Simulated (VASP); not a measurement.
# Fe (Fm-3m) in VASP: relaxation of cell and atoms with PBEsol

Aim: the relaxation of cell and atoms of Fe with PBEsol.

Program: VASP 6.6.1. These are calculated values, not measurements. Logs are shortened: lines on timing, memory, paths and dates and some standing lists are left out, and cuts for length are marked.

## (1) The cell of the first run

Symmetry: Fm-3m, No. 225, cubic system. The conventional cell has a = 3.406 Å, b = 3.406 Å, c = 3.406 Å, α = 90.00°, β = 90.00°, γ = 90.00°. Within 3.2 Å of Fe (site symmetry m-3m) lie 12 Fe at 2.41 Å.

This isn't the form of Fe at room conditions, which is bcc.

## (2) Relaxation of cell and atoms, PBEsol, collinear spin, ferromagnetic start

Contents of INCAR:

```
PREC = Accurate
ENCUT = 600
EDIFF = 1E-6
ISMEAR = 0
SIGMA = 0.1
LREAL = F
LASPH = T
NELM = 150
ALGO = Fast
ISIF = 3
LWAVE = F
LCHARG = F
ISPIN = 2
MAGMOM = -0.23
LORBIT = 11
LMAXMIX = 4
GGA = PS
IBRION = 2
NSW = 80
EDIFFG = -0.01
```

Contents of KPOINTS:

```
Automatic mesh
0
Gamma
  20 20 20
```

Contents of POSCAR:

```
Fe
1.0
    0.0000000000      1.7030685931      1.7030685931
    1.7030685931      0.0000000000      1.7030685931
    1.7030685931      1.7030685931      0.0000000000
Fe
1
Direct
    0.0000000000      0.0000000000      0.0000000000
```

Potentials or basis: VASP PAW PBE potentials, release 64 (Fe).

Run with:

```console
$ cat potpaw_PBE.64/Fe/POTCAR > POTCAR
$ mpirun -np 1 vasp_std > vasp.out
```

OUTCAR:

```text
PREC = Accurate
   ENCUT = 600
   EDIFF = 1E-6
   ISMEAR = 0
   LREAL = F
   LASPH = T
   NELM = 150
   ISIF = 3
   ISPIN = 2
   LORBIT = 11
   GGA = PS
   IBRION = 2
   NSW = 80
   EDIFFG = -0.01

 ion  position               nearest neighbor table
   1  0.000  0.000  0.000-

  LATTYP: Found a face centered cubic cell.
 ALAT       =     3.4061371862

  Lattice vectors:

 A1 = (   0.0000000000,   1.7030685931,   1.7030685931)
 A2 = (   1.7030685931,   0.0000000000,   1.7030685931)
 A3 = (   1.7030685931,   1.7030685931,   0.0000000000)

Analysis of symmetry for initial positions (statically):
=====================================================================
 Subroutine PRICEL returns:
 Original cell was already a primitive cell.

 Routine SETGRP: Setting up the symmetry group for a
 face centered cubic supercell.

 Subroutine GETGRP returns: Found 48 space group operations
 (whereof 48 operations were pure point group operations)
 out of a pool of 48 trial point group operations.

The static configuration has the point symmetry O_h .

Analysis of symmetry for dynamics (positions and initial velocities):
=====================================================================
 Subroutine PRICEL returns:
 Original cell was already a primitive cell.

 Routine SETGRP: Setting up the symmetry group for a
 face centered cubic supercell.

 Subroutine GETGRP returns: Found 48 space group operations
 (whereof 48 operations were pure point group operations)
 out of a pool of 48 trial point group operations.

The dynamic configuration has the point symmetry O_h .

Analysis of structural, dynamic, and magnetic symmetry:
=====================================================================
 Subroutine PRICEL returns:
 Original cell was already a primitive cell.

 Routine SETGRP: Setting up the symmetry group for a
 face centered cubic supercell.

 Subroutine GETGRP returns: Found 48 space group operations
 (whereof 48 operations were pure point group operations)
 out of a pool of 48 trial point group operations.

The overall configuration has the point symmetry O_h .

 Subroutine INISYM returns: Found 48 space group operations
 (whereof 48 operations are pure point group operations),
 and found     1 'primitive' translations

----------------------------------------------------------------------------------------

                                     Primitive cell

  volume of cell :       9.8793

  direct lattice vectors                    reciprocal lattice vectors
     0.000000000  1.703068593  1.703068593    -0.293587705  0.293587705  0.293587705
[... 103 lines left out ...]
     AMIX     =   0.40;   BMIX     =  1.00
     AMIX_MAG =   1.60;   BMIX_MAG =  1.00
  volume/ion in A,a.u.               =       9.88        66.67
  Fermi-wavevector in a.u.,A,eV,Ry     =   1.525912  2.883555 31.679887  2.328406
  Thomas-Fermi vector in A             =   2.634017
   LORBIT       =     11    0 simple, 1 ext, 2 COOP (PROOUT), +10 PAW based schemes
   GGA     = PS    functional components
   LHFCALC =     F    Hartree Fock is set to
   AEXX    =    0.0000 exact exchange contribution
   IVDW    =     0    specifies the selected vdW correction
   LEPSILON=     F    determine dielectric tensor
   LRPA    =     F    only Hartree local field effects (RPA)
 conjugate gradient relaxation of ions
 spin polarized calculation
 RMM-DIIS sequential band-by-band and
 Gauss-broadening in eV      SIGMA  =   0.10
  energy-cutoff  :      600.00
  volume of cell :        9.88
 maximum number of plane-waves:       343
   NGX =  9   NGY =  9   NGZ =  9

--------------------------------------- Ionic step        1  -------------------------------------------

 number of electron       7.9999998 magnetization      -0.2372862

 Free energy of the ion-electron system (eV)
  ---------------------------------------------------
  ext. energy  EPLUGINS =         0.00000000
  ---------------------------------------------------
  free energy    TOTEN  =        -8.85483278 eV

  energy without entropy =       -8.84669089  energy(sigma->0) =       -8.85076183

------------------------ aborting loop because EDIFF is reached ----------------------------------------

  FORCE on cell =-STRESS in cart. coord.  units (eV):
  Direction    XX          YY          ZZ          XY          YZ          ZX
  --------------------------------------------------------------------------------------
  -------------------------------------------------------------------------------------
  Total       -0.0228131     -0.0228131     -0.0228131     -0.0000000      0.0000000      0.0000000
  in kB       -3.6997140     -3.6997140     -3.6997140     -0.0000000      0.0000000      0.0000000
  external PRESSURE =      -3.6997140 kB  Pullay stress =       0.0000000 kB
[... 57 lines left out ...]
--------------------------------------- Ionic step        3  -------------------------------------------

 number of electron       7.9999998 magnetization      -0.2254620

 Free energy of the ion-electron system (eV)
  ---------------------------------------------------
  ext. energy  EPLUGINS =         0.00000000
  ---------------------------------------------------
  free energy    TOTEN  =        -8.85485137 eV

  energy without entropy =       -8.84669634  energy(sigma->0) =       -8.85077385

 E-fermi :   7.0641     XC(G=0): -14.1437

 val. band max:        7.0629991783   @ k =   0.3000   0.0500   0.0000
 cond. band min:       7.0689667107   @ k =   0.1500   0.0000   0.0000
 fundamental gap:      0.0059675324
 Fermi energy:         7.0641109499

 spin component 1

 k-point     1 :       0.0000    0.0000    0.0000
  band No.  band energies     occupation
      1      -2.0136      1.00000
      2       5.4164      1.00000
      3       5.4164      1.00000
      4       5.4164      1.00000
      5       7.1535      0.10302
      6       7.1535      0.10302
      7      30.6752      0.00000
      8      36.4535      0.00000
[... 243 lines left out ...]
 k-point    24 :      -0.3500    0.0500    0.0000
  band No.  band energies     occupation
      1       1.8249      1.00000
      2       5.4508      1.00000
      3       5.5246      1.00000
      4       5.5511      1.00000
      5       7.7147      0.00000
      6       8.1910      0.00000
      7      18.9181      0.00000
      8      29.4987      0.00000

 [... further k-points ...]

 spin component 2

 k-point     1 :       0.0000    0.0000    0.0000
  band No.  band energies     occupation
      1      -2.0491      1.00000
      2       5.2523      1.00000
      3       5.2523      1.00000
      4       5.2523      1.00000
      5       6.8285      0.99957
      6       6.8285      0.99957
      7      30.6934      0.00000
      8      36.3921      0.00000
[... 281 lines left out ...]
  FREE ENERGIE OF THE ION-ELECTRON SYSTEM (eV)
  ---------------------------------------------------
  free  energy   TOTEN  =        -8.8548513716 eV

  energy  without entropy=       -8.8466963368  energy(sigma->0) =       -8.85077385

 reached required accuracy - stopping structural energy minimisation

 total charge

# of ion       s       p       d       tot
------------------------------------------
    1        0.557   0.673   6.370   7.601

 magnetization (x)

# of ion       s       p       d       tot
------------------------------------------
    1        0.001   0.004  -0.226  -0.221
```

Run time: 3.1 min. Hardware: 1 thread of Intel Xeon 8259CL, shared host; peak memory 0.18 GiB.

What came out:

- Free energy: -8.8549 eV
- Relaxed volume: 9.86 Å³/atom
- Relaxed cell: a = 2.407 Å, b = 2.407 Å, c = 2.407 Å, α = 60.00°, β = 60.00°, γ = 60.00°
- Space group after relaxing (to 0.1 Å): Fm-3m (No. 225)
- Energy gained by relaxing: 0.0 meV/atom
- Ionic steps: 3
- Pressure after relaxing: 0.0 GPa
- Net moment: -0.23 μB per cell
- Site moments: Fe -0.22 μB
- Valence electrons inside the program's atomic spheres: Fe 7.60

Final structure:
```xyz
1
Lattice="0.0000 1.7022 1.7022 1.7022 0.0000 1.7022 1.7022 1.7022 0.0000" Properties=species:S:1:pos:R:3 pbc="T T T"
Fe    0.0000    0.0000    0.0000
```

Levels at points of the mesh, in eV from the Fermi level:
Spin up:
```
           k point  band 2  band 3  band 4  band 5  band 6  band 7
(0.00, 0.00, 0.00)   -1.65   -1.65   -1.65    0.09    0.09   23.61
(0.50, 0.00, 0.00)   -1.71   -1.71    0.18    1.18    1.18    8.75
(0.50, 0.50, 0.00)   -4.38    1.20    1.44    1.44    3.34   12.24
```
Spin down:
```csv
k point,band 1,band 2,band 3,band 4,band 5,band 6,band 7,band 8
"(0.00, 0.00, 0.00)",-9.11,-1.81,-1.81,-1.81,-0.24,-0.24,23.63,29.33
"(0.50, 0.00, 0.00)",-5.14,-1.95,-1.95,0.14,0.93,0.93,8.62,22.17
"(0.50, 0.50, 0.00)",-5.32,-4.51,0.86,1.25,1.25,3.30,12.06,16.58
```

Caveat: the PAW data sets were made with another functional, which shifts forces and pressure a little.
